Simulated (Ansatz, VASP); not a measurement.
AlRu in VASP and in Ansatz

Contents of INCAR:

```
SYSTEM = AlRu
PREC = Accurate
ENCUT = 520
EDIFF = 1E-7
ISMEAR = 0
SIGMA = 0.15
LREAL = .False.
LASPH = .True.
NELM = 80
ALGO = Fast
ISIF = 2
LWAVE = .False.
LCHARG = .False.
GGA = PS
NBANDS = 16
```

KPOINTS

```
Automatic mesh
0
Gamma
  16 16 16
  0 0 0
```

Contents of POSCAR:

```
AlRu
1.0
    2.9916000000      0.0000000000      0.0000000000
    0.0000000000      2.9916000000      0.0000000000
    0.0000000000      0.0000000000      2.9916000000
Al Ru
1 1
Direct
    0.0000000000     -0.0334269287      0.0000000000
    0.5000000000      0.5000000000      0.5000000000
```

Input for Ansatz:

```yaml
crystal:
  lattice:
    - [2.9916, 0.0, 0.0]
    - [0.0, 2.9916, 0.0]
    - [0.0, 0.0, 2.9916]
  atoms:
    - { symbol: Al, position: [0.0, -0.0334269287, 0.0] }
    - { symbol: Ru, position: [0.5, 0.5, 0.5] }
basis:
  ecutwfc: 420
kpoints:
  mp_grid: { grid: [16, 16, 16] }
hamiltonian:
  xc: pbesol
scf:
  occupations: { method: gaussian, width: 0.15 }
output:
  forces: true
  stress: true
  eigenvalues: true
```

Change from the starting cell: all Al atoms moved -0.100 Å, as atom 1 along Cartesian [0 1 0].

Alike in both runs: task single point; functional PBEsol; k mesh 16 × 16 × 16; occupations gaussian, width 0.15 eV; no spin polarisation.

|  | VASP | Ansatz |
| --- | --- | --- |
| version | VASP 6.6.1 | Ansatz 0.2.0 |
| potentials or method | VASP PAW PBE potentials, release 64 (Al, Ru_pv), cutoff 520 eV | scalar-relativistic, plane waves, PAW |
| valence electrons in the cell | 17 | 19 |

```csv
,VASP,Ansatz,Ansatz less VASP
gap on the k mesh at the Fermi level (eV),none,none,-
pressure (GPa),-2.4,-2.5,-0.06
"traceless stress, the component that is largest in VASP (GPa)",-0.52,-0.51,+0.008
rms of the force components (eV/Å),0.442,0.438,-0.0044
```

VASP's potentials were made for PBE, not for PBEsol. Atom by atom the forces differ by 0.004 eV/Å (rms over components). A gap of «none» marks a metal or a gap that the smearing closes. VASP's potentials hold 17 valence electrons a cell and Ansatz's 19, so a difference there can come from the potentials and not from the codes.
